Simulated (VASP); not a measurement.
The system is CuO.

```xyz
6
Lattice="4.1609 0.0000 0.0000 0.0000 4.1609 0.0000 0.0000 0.0000 3.8876" Properties=species:S:1:pos:R:3 pbc="T T T"
Cu    2.0805    0.0000    1.9438
Cu    0.0000    2.0805    1.9438
Cu    0.0000    0.0000    0.0000
O     0.0000    0.0000    1.9438
O     2.0805    0.0000    0.0000
O     0.0000    2.0805    0.0000
```

Base run:

| Property | Result |
| --- | --- |
| Program | VASP 6.6.1 |
| Functional | PBEsol |
| Potentials or basis | VASP PAW PBE potentials, release 64 (Cu, O) |
| Cutoff | 520 eV |
| k mesh | 7 × 7 × 7 |
| Occupations | fermi-dirac, width 0.05 eV |
| Spin | no spin polarisation |

Its results: pressure -4.9 GPa.

**Question.** The run is repeated on the same cell with these changes: functional from PBEsol to revPBE. What comes out?

**Answer.** Pressure 5.9 GPa.

revPBE binds less tightly than PBEsol, so the same cell stands under more pressure.

Caveats: the PAW data sets were made with another functional, which shifts forces and pressure a little; an odd number of electrons without spin polarisation forces a metal; a magnetic or distorted state may lie lower.
